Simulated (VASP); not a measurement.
# Co (P6_3/mmc) in VASP: a series of runs

Co is run at these levels: PBE; tasks: single point.

Program: VASP 6.6.1. These are calculated values, not measurements. Logs are shortened: lines on timing, memory, paths and dates and some standing lists are left out, and cuts for length are marked.

## 1. The cell of the first run

It takes space group P6_3/mmc (No. 194, hexagonal). Conventional cell: a = 2.505 Å, b = 2.505 Å, c = 4.212 Å, α = 90.00°, β = 90.00°, γ = 120.00°. Co (site symmetry -6m2) has 12 Co at 2.51 to 2.55 Å within 3.3 Å.

## 2. Single point, PBE, collinear spin, ferromagnetic start (z stretched by +3 %, then relaxed in part)

File INCAR:

```
SYSTEM = Co
PREC = Accurate ; ENCUT = 520
EDIFF = 1E-7 ; ISMEAR = -1
SIGMA = 0.05 ; LREAL = .FALSE.
LASPH = .TRUE. ; NELM = 150
ALGO = Normal ; ISIF = 2
LWAVE = .FALSE. ; LCHARG = .FALSE.
ISPIN = 2 ; MAGMOM = 2 2
LORBIT = 11 ; LMAXMIX = 4
GGA = PE ; NBANDS = 20
```

File KPOINTS:

```
Automatic mesh
0
G
  21 21 11
  0 0 0
```

File POSCAR:

```
Co
1.0
    2.5054000000      0.0000000000      0.0000000000
   -1.2527000000      2.1697400466      0.0000000000
    0.0000000000      0.0000000000      4.2119790000
Co
2
Direct
    0.3333333333      0.6666666667      0.2500000000
    0.6666666667      0.3333333333      0.7500000000
```

Potentials or basis: VASP PAW PBE potentials, release 64 (Co).

The run is started by

```console
cat potpaw_PBE.64/Co/POTCAR > POTCAR
mpirun -np 1 vasp_std > vasp.out
```

OUTCAR:

```text
SYSTEM = Co
   PREC = Accurate
   ENCUT = 520
   EDIFF = 1E-7
   ISMEAR = -1
   LREAL = .FALSE.
   LASPH = .TRUE.
   NELM = 150
   ISIF = 2
   ISPIN = 2
   LORBIT = 11
   GGA = PE

 ion  position               nearest neighbor table
   1  0.333  0.667  0.250-   2 2.55   2 2.55   2 2.55   2 2.55   2 2.55   2 2.55
   2  0.667  0.333  0.750-   1 2.55   1 2.55   1 2.55   1 2.55   1 2.55   1 2.55

  LATTYP: Found a hexagonal cell.
 ALAT       =     2.5054000000
 C/A-ratio  =     1.6811602938

  Lattice vectors:

 A1 = (   2.5054000000,   0.0000000000,   0.0000000000)
 A2 = (  -1.2527000000,   2.1697400466,   0.0000000000)
 A3 = (   0.0000000000,   0.0000000000,   4.2119790000)

Analysis of symmetry for initial positions (statically):
=====================================================================
 Subroutine PRICEL returns:
 Original cell was already a primitive cell.

 Routine SETGRP: Setting up the symmetry group for a
 hexagonal supercell.

 Subroutine GETGRP returns: Found 24 space group operations
 (whereof 12 operations were pure point group operations)
 out of a pool of 24 trial point group operations.

The static configuration has the point symmetry D_3d.
 The point group associated with its full space group is D_6h.

Analysis of symmetry for dynamics (positions and initial velocities):
=====================================================================
 Subroutine PRICEL returns:
 Original cell was already a primitive cell.

 Routine SETGRP: Setting up the symmetry group for a
 hexagonal supercell.

 Subroutine GETGRP returns: Found 24 space group operations
 (whereof 12 operations were pure point group operations)
 out of a pool of 24 trial point group operations.

The dynamic configuration has the point symmetry D_3d.
 The point group associated with its full space group is D_6h.

Analysis of structural, dynamic, and magnetic symmetry:
=====================================================================
 Subroutine PRICEL returns:
 Original cell was already a primitive cell.

 Routine SETGRP: Setting up the symmetry group for a
 hexagonal supercell.

 Subroutine GETGRP returns: Found 24 space group operations
 (whereof 12 operations were pure point group operations)
 out of a pool of 24 trial point group operations.

The overall configuration has the point symmetry D_3d.
 The point group associated with its full space group is D_6h.

 Subroutine INISYM returns: Found 24 space group operations
 (whereof 12 operations are pure point group operations),
 and found     1 'primitive' translations

----------------------------------------------------------------------------------------

                                     Primitive cell

  volume of cell :      22.8966

  direct lattice vectors                    reciprocal lattice vectors
     2.505400000  0.000000000  0.000000000     0.399137862  0.230442352  0.000000000
    -1.252700000  2.169740047  0.000000000     0.000000000  0.460884704  0.000000000
     0.000000000  0.000000000  4.211979000     0.000000000  0.000000000  0.237418088

  length of vectors
     2.505400000  2.505400000  4.211979000     0.460884704  0.460884704  0.237418088

  position of ions in fractional coordinates (direct lattice)
     0.333333333  0.666666667  0.250000000
     0.666666667  0.333333333  0.750000000

  ion indices of the primitive-cell ions
   primitive index   ion index
                 1           1
                 2           2

----------------------------------------------------------------------------------------

 KPOINTS: Automatic mesh

Automatic generation of k-mesh.
 Grid dimensions read from file:
 generate k-points for:   21   21   11

 Generating k-lattice:

  Cartesian coordinates                     Fractional coordinates (reciprocal lattice)
     0.019006565  0.010973445  0.000000000     0.047619048 -0.000000000  0.000000000
     0.000000000  0.021946891  0.000000000     0.000000000  0.047619048  0.000000000
     0.000000000  0.000000000  0.021583463     0.000000000  0.000000000  0.090909091

  Length of vectors
     0.021946891  0.021946891  0.021583463

  Shift w.r.t. Gamma in fractional coordinates (k-lattice)
     0.000000000  0.000000000  0.000000000

 Subroutine IBZKPT returns following result:
 ===========================================

 Found    288 irreducible k-points:

 Following reciprocal coordinates:
            Coordinates               Weight
  0.000000  0.000000  0.000000      1.000000
  0.047619  0.000000  0.000000      6.000000
  0.095238  0.000000  0.000000      6.000000
  0.142857  0.000000  0.000000      6.000000
  0.190476  0.000000  0.000000      6.000000
  0.238095  0.000000  0.000000      6.000000
[... 16 lines left out ...]
  0.142857  0.095238  0.000000     12.000000
  0.190476  0.095238  0.000000     12.000000
 [... further k-points ...]
   k-points           NKPTS =    288   k-points in BZ     NKDIM =    288   number of bands    NBANDS=     20
   number of dos      NEDOS =    301   number of ions     NIONS =      2
   total plane-waves  NPLWV =  12800
   dimension x,y,z NGX =    20 NGY =   20 NGZ =   32
   dimension x,y,z NGXF=    40 NGYF=   40 NGZF=   64
   ions per type =               2
   NGX,Y,Z   is equivalent  to a cutoff of  13.27, 13.27, 12.63 a.u.
   NGXF,Y,Z  is equivalent  to a cutoff of  26.54, 26.54, 25.26 a.u.
 SYSTEM =  Co
   PREC   = accura    normal or accurate (medium, high low for compatibility)
   ISTART =      0    job   : 0-new  1-cont  2-samecut
   ICHARG =      2    charge: 1-file 2-atom 10-const
   ISPIN  =      2    spin polarized calculation?
   LNONCOLLINEAR =      F non collinear calculations
   LSORBIT =      F    spin-orbit coupling
   LASPH  =      T    aspherical Exc in radial PAW
   ENCUT  =  520.0 eV  38.22 Ry    6.18 a.u.   4.66  4.66  7.83*2*pi/ulx,y,z
   NELM   =    150;   NELMIN=  2; NELMDL= -5     # of ELM steps
   EDIFF  = 0.1E-06   stopping-criterion for ELM
   LREAL  =      F    real-space projection
   EDIFFG = 0.1E-05   stopping-criterion for IOM
   NSW    =      0    number of steps for IOM
   IBRION =     -1    ionic relax: 0-MD 1-quasi-New 2-CG
   NFREE  =      0    steps in history (QN), initial steepest desc. (CG)
   ISIF   =      2    stress and relaxation
   ISYM   =      2    0-nonsym 1-usesym 2-fastsym
   POTIM  = 0.5000    time-step for ionic-motion
   TEBEG  =    0.0;   TEEND  =   0.0 temperature during run
   PSTRESS=    0.0 pullay stress
   NELECT =      18.0000    total number of electrons
   NUPDOWN=      -1.0000    fix difference up-down
   EMIN   =  10.00;   EMAX   =-10.00  energy-range for DOS
   EFERMI =   0.00;   METHOD = LEGACY
   ISMEAR =    -1;   SIGMA  =   0.05  broadening in eV -4-tet -1-fermi 0-gaus
   EFERMI_NEDOS =   21; number of points for ismear=-14 and -15
   IALGO  =     38    algorithm
   IMIX   =      4    mixing-type and parameters
     AMIX     =   0.40;   BMIX     =  1.00
     AMIX_MAG =   1.60;   BMIX_MAG =  1.00
  volume/ion in A,a.u.               =      11.45        77.26
  Fermi-wavevector in a.u.,A,eV,Ry     =   1.510922  2.855228 31.060535  2.282885
  Thomas-Fermi vector in A             =   2.621048
   LORBIT       =     11    0 simple, 1 ext, 2 COOP (PROOUT), +10 PAW based schemes
   GGA     = PE    functional components
   LHFCALC =     F    Hartree Fock is set to
   AEXX    =    0.0000 exact exchange contribution
   IVDW    =     0    specifies the selected vdW correction
   LEPSILON=     F    determine dielectric tensor
   LRPA    =     F    only Hartree local field effects (RPA)
 spin polarized calculation
  energy-cutoff  :      520.00
  volume of cell :       22.90
 maximum number of plane-waves:       630
 NGX is ok and might be reduce to    20
   NGX =  9   NGY =  9   NGZ = 15

 number of electron      17.9999991 magnetization       3.3244449

 Free energy of the ion-electron system (eV)
  ---------------------------------------------------
  ext. energy  EPLUGINS =         0.00000000
  ---------------------------------------------------
  free energy    TOTEN  =       -14.01716622 eV

  energy without entropy =      -13.99947157  energy(sigma->0) =      -14.00831890

 E-fermi :   9.5384     XC(G=0): -13.0914

 val. band max:        9.5351458375   @ k =   0.2381   0.1429   0.4545
 cond. band min:       9.5454517391   @ k =   0.2381   0.0952   0.4545
 fundamental gap:      0.0103059016
 Fermi energy:         9.5383585934

 spin component 1

 k-point     1 :       0.0000    0.0000    0.0000
  band No.  band energies     occupation
      1       0.9180      1.00000
      2       4.5739      1.00000
      3       6.7897      1.00000
      4       7.0044      1.00000
      5       7.0044      1.00000
      6       7.2496      1.00000
[... 12 lines left out ...]
     19      35.2467      0.00000
     20      35.2467      0.00000

 k-point     2 :       0.0476    0.0000    0.0000
  band No.  band energies     occupation
      1       0.9969      1.00000
      2       4.6242      1.00000
      3       6.7683      1.00000
      4       7.0179      1.00000
      5       7.0402      1.00000
      6       7.2301      1.00000
[... 12 lines left out ...]
     19      36.3613      0.00000
     20      36.7838      0.00000
[... 465 lines left out ...]
      3       6.3701      1.00000
      4       6.4164      1.00000
      5       6.9748      1.00000
      6       7.2079      1.00000
[... 12 lines left out ...]
     19      34.1587      0.00000
     20      35.6826      0.00000

 k-point    24 :       0.1905    0.0952    0.0000
  band No.  band energies     occupation
      1       2.9480      1.00000
      2       5.4962      1.00000
      3       6.0940      1.00000
      4       6.2765      1.00000
      5       6.9179      1.00000
      6       7.0877      1.00000
[... 12 lines left out ...]
     19      33.8950      0.00000
     20      34.8408      0.00000

 [... further k-points ...]

 spin component 2

 k-point     1 :       0.0000    0.0000    0.0000
  band No.  band energies     occupation
      1       0.9104      1.00000
      2       5.4955      1.00000
      3       8.4123      1.00000
      4       8.6779      1.00000
      5       8.6779      1.00000
      6       8.9685      0.99999
[... 12 lines left out ...]
     19      35.5241      0.00000
     20      35.5241      0.00000

 k-point     2 :       0.0476    0.0000    0.0000
  band No.  band energies     occupation
      1       0.9894      1.00000
      2       5.5530      1.00000
      3       8.3879      1.00000
      4       8.6887      1.00000
      5       8.7174      1.00000
      6       8.8038      1.00000
[... 12 lines left out ...]
     19      36.6571      0.00000
     20      37.0130      0.00000
[... 465 lines left out ...]
      3       7.5114      1.00000
      4       7.8795      1.00000
      5       8.5955      1.00000
      6       8.9817      0.99999
[... 12 lines left out ...]
     19      34.2956      0.00000
     20      35.9420      0.00000

 k-point    24 :       0.1905    0.0952    0.0000
  band No.  band energies     occupation
      1       2.9808      1.00000
      2       6.6463      1.00000
      3       7.2406      1.00000
      4       7.7162      1.00000
      5       8.5029      1.00000
      6       8.8277      1.00000
[... 12 lines left out ...]
     19      34.1444      0.00000
     20      35.2107      0.00000

 [... further k-points ...]

------------------------ aborting loop because EDIFF is reached ----------------------------------------

  FORCE on cell =-STRESS in cart. coord.  units (eV):
  Direction    XX          YY          ZZ          XY          YZ          ZX
  --------------------------------------------------------------------------------------
  -------------------------------------------------------------------------------------
  Total       -0.9771255     -0.9771255     -2.2754552      0.0000000      0.0000000      0.0000000
  in kB      -68.3738376    -68.3738376   -159.2237673      0.0000000      0.0000000      0.0000000
  external PRESSURE =     -98.6571475 kB  Pullay stress =       0.0000000 kB

 VOLUME and BASIS-vectors are now :
 -----------------------------------------------------------------------------
  energy-cutoff  :      520.00
  volume of cell :       22.90
      direct lattice vectors                 reciprocal lattice vectors
     2.505400000  0.000000000  0.000000000     0.399137862  0.230442352  0.000000000
    -1.252700000  2.169740047  0.000000000     0.000000000  0.460884704  0.000000000
     0.000000000  0.000000000  4.211979000     0.000000000  0.000000000  0.237418088

 POSITION                                       TOTAL-FORCE (eV/Angst)
 -----------------------------------------------------------------------------------
     -0.00000      1.44649      1.05299        -0.000000      0.000000      0.000000
      1.25270      0.72325      3.15898         0.000000     -0.000000      0.000000
 -----------------------------------------------------------------------------------
    total drift:                                0.000000     -0.000000     -0.000000

  FREE ENERGIE OF THE ION-ELECTRON SYSTEM (eV)
  ---------------------------------------------------
  free  energy   TOTEN  =       -14.0171662234 eV

  energy  without entropy=      -13.9994715745  energy(sigma->0) =      -14.00831890

 total charge

# of ion       s       p       d       tot
------------------------------------------
    1        0.468   0.478   7.227   8.174
    2        0.468   0.478   7.227   8.174
--------------------------------------------------
tot          0.936   0.956  14.455  16.347

 magnetization (x)

# of ion       s       p       d       tot
------------------------------------------
    1       -0.013  -0.051   1.756   1.691
    2       -0.013  -0.051   1.756   1.691
--------------------------------------------------
tot         -0.026  -0.102   3.511   3.383
```

Wall time 5.4 min (1 thread of Oxide Virtual Turin-like, shared host); peak memory 0.25 GiB.

Results:

```yaml
Free_energy: -14.0172 eV
Pressure: -9.9 GPa
Net_moment: 3.32 μB per cell
Site_moments: Co +1.69 μB
Valence_electrons_inside_the_program's_atomic_spheres: Co 8.17
```

Caveat: the cell differs from its parent crystal (z stretched by +3 %, then relaxed in part); the stress differs along the axes, from -16 to -7 GPa.

## 3. Single point, PBE, collinear spin, ferromagnetic start (11.56 Å³/atom)

This run uses another cell than the first one, of 11.56 Å³/atom.

File INCAR:

```
ALGO = Normal
EDIFF = 1E-6
ENCUT = 520
GGA = PE
ISIF = 2
ISMEAR = -1
ISPIN = 2
LASPH = T
LCHARG = F
LMAXMIX = 4
LORBIT = 11
LREAL = F
LWAVE = F
MAGMOM = 2 2
NBANDS = 20
NELM = 150
PREC = Accurate
SIGMA = 0.05
```

File KPOINTS:

```
k-points
0
Gamma
  21 21 11
```

File POSCAR:

```
Co
1.0
    2.5383695703      0.0000000000      0.0000000000
   -1.2691847852      2.1982925321      0.0000000000
    0.0000000000      0.0000000000      4.1431127500
Co
2
Direct
    0.3333333333      0.6666666667      0.2500000000
    0.6666666667      0.3333333333      0.7500000000
```

Potentials or basis: VASP PAW PBE potentials, release 64 (Co).

The run is started by

```console
cat potpaw_PBE.64/Co/POTCAR > POTCAR
mpirun -np 1 vasp_std > vasp.out
```

Run time: 6.8 min. Hardware: 1 thread of Oxide Virtual Turin-like, shared host; peak memory 0.26 GiB.

Results (log left out):

* Free energy: -14.0180 eV
* Pressure: -11.8 GPa
* Net moment: 3.32 μB per cell
* Site moments: Co +1.70 μB
* Valence electrons inside the program's atomic spheres: Co 8.16

Stress tensor (GPa, compression positive):
```
-11.04   0.00   0.00
  0.00 -11.04   0.00
  0.00   0.00 -13.25
```

Levels at points of the mesh, in eV from the Fermi level:
Spin up:
```tsv
k point	band 9	band 10	band 11	band 12	band 13	band 14
(0.00, 0.00, 0.00)	-1.91	-0.95	-0.95	-0.13	5.67	21.56
```
Spin down:
```
           k point  band 3  band 4  band 5  band 6  band 7  band 8  band 9  band 10  band 11  band 12
(0.00, 0.00, 0.00)   -0.92   -0.83   -0.83   -0.51   -0.51   -0.22   -0.08    -0.08     1.00     1.00
```

Caveat: the cell stands under tension.

## 4. Single point, PBE, collinear spin, ferromagnetic start (11.78 Å³/atom)

This run uses another cell than the first one, of 11.78 Å³/atom.

File INCAR:

```
  PREC = Accurate
  ENCUT = 520
  EDIFF = 1E-6
  ISMEAR = -1
  SIGMA = 0.05
  LREAL = F
  LASPH = T
  NELM = 150
  ALGO = Normal
  ISIF = 2
  LWAVE = F
  LCHARG = T
  ISPIN = 2
  MAGMOM = 2 2
  LORBIT = 11
  LMAXMIX = 4
  GGA = PE
  LELF = T
  LVHAR = T
  NBANDS = 20
```

File KPOINTS:

```
Automatic mesh
0
Gamma
  21 21 11
```

File POSCAR:

```
Co
1.0
    2.5545379653      0.0000000000      0.0000000000
   -1.2772689826      2.2122947729      0.0000000000
    0.0000000000      0.0000000000      4.1695027147
Co
2
Direct
    0.3333333333      0.6666666667      0.2500000000
    0.6666666667      0.3333333333      0.7500000000
```

The run is started by

```console
cat potpaw_PBE.64/Co/POTCAR > POTCAR
mpirun -np 1 vasp_std > vasp.out
```

It took 6.3 min on 1 thread of Oxide Virtual Turin-like, shared host; peak memory 0.25 GiB.

The run converged. Its results:

```yaml
Free_energy: -13.9817 eV
Pressure: -14.5 GPa
Net_moment: 3.36 μB per cell
Site_moments: Co +1.71 μB
Valence_electrons_inside_the_program's_atomic_spheres: Co 8.12
```

Stress tensor (GPa, compression positive):
```
-13.85   0.00   0.00
  0.00 -13.85   0.00
  0.00   0.00 -15.80
```

Levels at points of the mesh, in eV from the Fermi level:
Spin up:
| k point | band 7 | band 8 | band 9 | band 10 | band 11 | band 12 | band 13 | band 14 | band 15 | band 16 |
| --- | --- | --- | --- | --- | --- | --- | --- | --- | --- | --- |
| (0.00, 0.00, 0.00) | -2.24 | -1.92 | -1.92 | -0.98 | -0.98 | -0.12 | 5.51 | 21.39 | 23.25 | 23.25 |
Spin down:
| k point | band 3 | band 4 | band 5 | band 6 | band 7 | band 8 | band 9 | band 10 | band 11 | band 12 |
| --- | --- | --- | --- | --- | --- | --- | --- | --- | --- | --- |
| (0.00, 0.00, 0.00) | -0.89 | -0.80 | -0.80 | -0.49 | -0.49 | -0.21 | -0.07 | -0.07 | 0.98 | 0.98 |

Caveat: the cell stands under tension.

## 5. Summary

| cell | gap on the mesh (eV) | pressure (GPa) | moment (μB) |
| --- | --- | --- | --- |
| a = 2.505, b = 2.505, c = 4.212 Å, angles 90.0, 90.0, 120.0°, 2 atoms | none | -9.9 | 3.32 |
| a = 2.538, b = 2.538, c = 4.143 Å, angles 90.0, 90.0, 120.0°, 2 atoms | none | -11.8 | 3.32 |
| a = 2.555, b = 2.555, c = 4.170 Å, angles 90.0, 90.0, 120.0°, 2 atoms | none | -14.5 | 3.36 |

Alike in all rows: task single point; level PBE; potentials or basis VASP PAW PBE potentials, release 64 (Co); spin collinear, ferromagnetic start; k mesh 21 × 21 × 11; cutoff (eV) 520; smearing fermi-dirac 0.05 eV.

Caveats: the cell stands under tension (at least some runs); the stress differs along the axes, from -16 to -7 GPa (at least some runs).

Total energies depend on the potentials used, so only differences within one code and one set of settings carry meaning.
